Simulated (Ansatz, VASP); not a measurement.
**B in VASP and in Ansatz**

File INCAR:

```
SYSTEM = B
PREC = Accurate
ENCUT = 520
EDIFF = 1E-6
ISMEAR = -1
SIGMA = 0.1
LREAL = .FALSE.
LASPH = .TRUE.
NELM = 100
ALGO = Normal
ISIF = 2
LWAVE = .FALSE.
LCHARG = .FALSE.
GGA = PS
NBANDS = 8
```

The input KPOINTS:

```
regular mesh
0
G
  21 21 21
  0 0 0
```

The input POSCAR:

```
B
1.0
    0.0000000000      1.4279508811      1.4279508811
    1.4279508811      0.0000000000      1.4279508811
    1.4279508811      1.4279508811      0.0000000000
B
1
Direct
    0.0000000000      0.0000000000      0.0000000000
```

Input for Ansatz:

```yaml
crystal:
  lattice:
    - [0.0, 1.4279508811, 1.4279508811]
    - [1.4279508811, 0.0, 1.4279508811]
    - [1.4279508811, 1.4279508811, 0.0]
  atoms:
    - { symbol: B, position: [0.0, 0.0, 0.0] }
hamiltonian:
  xc: pbesol
  pseudopotentials:
    kind: paw
    azcp:
      B: "pseudopotentials/B.paw.azcp"
basis:
  ecutwfc: 420
  fft_grid_basis: typed
kpoints:
  mp_grid: { grid: [21, 21, 21], shift: [0, 0, 0] }
magnetization:
  spin_polarized: false
scf:
  occupations: { method: fermi_dirac, width: 0.1 }
  lower_state_search: "off"
output:
  stress: true
```

Alike in both runs: task single point; functional PBEsol; k mesh 21 × 21 × 21; occupations fermi-dirac, width 0.1 eV; no spin polarisation.

```csv
,VASP,Ansatz
version,VASP 6.6.1,Ansatz 0.2.0
potentials or method,"VASP PAW PBE potentials, release 64 (B), cutoff 520 eV","plane waves (420 eV) with PAW, scalar-relativistic"
valence electrons in the cell,3,3
```

```tsv
	VASP	Ansatz	Ansatz less VASP
pressure (GPa)	0.5	0.1	-0.40
```

VASP's potentials were made for PBE, not for PBEsol, and Ansatz warns of the same on its side.
